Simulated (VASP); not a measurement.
Here is a VASP 6.6.1 calculation.

File INCAR:

```
SYSTEM = Ge2N
ALGO     = Normal         ! electronic algorithm
EDIFF    = 1E-6           ! SCF threshold, eV
EDIFFG   = -0.01          ! ionic threshold
ENCUT    = 600            ! plane-wave cutoff, eV
GGA      = PE             ! functional
IBRION   = 2              ! ionic algorithm
ISIF     = 3              ! what is computed and relaxed
ISMEAR   = 0              ! smearing method
LASPH    = .True.         ! aspherical terms in the spheres
LCHARG   = .False.        ! write CHGCAR
LREAL    = .False.        ! projectors in reciprocal space
LWAVE    = .False.        ! write WAVECAR
NELM     = 60             ! most SCF steps
NSW      = 100            ! ionic steps
PREC     = Accurate       ! precision mode
SIGMA    = 0.1            ! smearing width, eV
```

The input KPOINTS:

```
k-points
0
Gamma
  18 18 8
  0 0 0
```

The input POSCAR:

```
Ge2N
1.0
    2.9937110648      0.0000000000      0.0000000000
   -1.4968555324      2.5926298337      0.0000000000
    0.0000000000      0.0000000000      5.8852803094
Ge N
2 1
Direct
    0.3333333333      0.6666666667      0.2355174891
    0.6666666667      0.3333333333      0.7644825109
    0.0000000000      0.0000000000      0.0000000000
```

Potentials or basis: VASP PAW PBE potentials, release 64 (Ge_d, N).

Run with:

```bash
$ cat potpaw_PBE.64/Ge_d/POTCAR potpaw_PBE.64/N/POTCAR > POTCAR
$ mpirun -np 1 vasp_std > vasp.out
```

(1) Predict the relaxed volume.

(2) What does it give for the band gap on the k mesh?

(3) Predict the relaxed cell.

Answers

(1) 15.37 Å³/atom.

(2) zero (an odd number of electrons rules out a gap without spin polarisation).

(3) a = 2.987 Å, b = 2.987 Å, c = 5.969 Å, α = 90.00°, β = 90.00°, γ = 120.00°.
